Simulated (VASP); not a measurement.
Here is a VASP 6.6.1 calculation.

Contents of INCAR:

```
PREC = Accurate
ENCUT = 520
EDIFF = 1E-7
ISMEAR = -1
SIGMA = 0.1
LREAL = False
LASPH = True
NELM = 80
ALGO = Normal
ISIF = 2
LWAVE = False
LCHARG = False
GGA = PS
NBANDS = 21
```

The input KPOINTS:

```
regular mesh
0
Gamma
  17 17 9
```

POSCAR

```
Ru
1.0
    2.5874932316      0.0000000000      0.0000000000
   -1.2937466158      2.2408348707      0.0000000000
    0.0000000000      0.0000000000      4.1003221034
Ru
2
Direct
    0.3333333333      0.6666666667      0.2500000000
    0.6666666667      0.3333333333      0.7500000000
```

Potentials or basis: VASP PAW PBE potentials, release 64 (Ru_pv).

Run with:

```console
$ cat potpaw_PBE.64/Ru_pv/POTCAR > POTCAR
$ mpirun -np 1 vasp_std > vasp.out
```

Estimate the pressure.

52.3 GPa.

Predict the band gap on the k mesh.

zero (band 14 reaches 17.21 eV, above the bottom of band 15 at 13.31 eV).

Stress tensor (GPa, compression positive):
```
52.26  0.00  0.00
 0.00 52.26  0.00
 0.00  0.00 52.41
```

Caveat: the PAW data sets were made with another functional, which shifts forces and pressure a little.
